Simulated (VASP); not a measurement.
A run of VASP 6.6.1 is set up as follows.

The input POSCAR:

```
FeSi
1.0
    2.5315499953      0.0000000000      0.0000000000
    0.0000000000      2.5315499953      0.0000000000
    0.0000000000      0.0000000000      2.5315499953
Fe Si
1 1
Direct
    0.0000000000      0.0000000000      0.0000000000
    0.5000000000      0.5000000000      0.5000000000
```

Contents of INCAR.step1:

```
SYSTEM = FeSi
ALGO = Normal
EDIFF = 1E-4
ENCUT = 520
GGA = PE
ISMEAR = 0
LASPH = .TRUE.
LCHARG = .FALSE.
LREAL = .FALSE.
LWAVE = .TRUE.
NBANDS = 13
NELM = 60
PREC = Accurate
SIGMA = 0.05
```

File INCAR.step2:

```
SYSTEM = FeSi
ALGO = Normal
EDIFF = 1E-6
ENCUT = 520
ISIF = 2
ISMEAR = 0
ISTART = 1
LASPH = .TRUE.
LCHARG = .FALSE.
LMIXTAU = .TRUE.
LREAL = .FALSE.
LWAVE = .FALSE.
METAGGA = R2SCAN
NBANDS = 13
NELM = 60
PREC = Accurate
SIGMA = 0.05
```

KPOINTS

```
k-points
0
G
  18 18 18
  0 0 0
```

Potentials or basis: VASP PAW PBE potentials, release 64 (Fe, Si).

Run with:

```console
$ cat potpaw_PBE.64/Fe/POTCAR potpaw_PBE.64/Si/POTCAR > POTCAR
$ cp INCAR.step1 INCAR
$ mpirun -np 1 vasp_std > vasp.out
$ cp INCAR.step2 INCAR
$ mpirun -np 1 vasp_std > vasp.out
```

Question: Predict the pressure.

Answer: 102.4 GPa.

Question: What does it give for the band gap on the k mesh?

Answer: Zero (band 6 reaches 16.16 eV, above the bottom of band 7 at 15.31 eV).

Caveat: the PAW data sets were made with another functional, which shifts forces and pressure a little. Spin polarisation is off, so any magnetic state and its effect on volume and gap are missing.
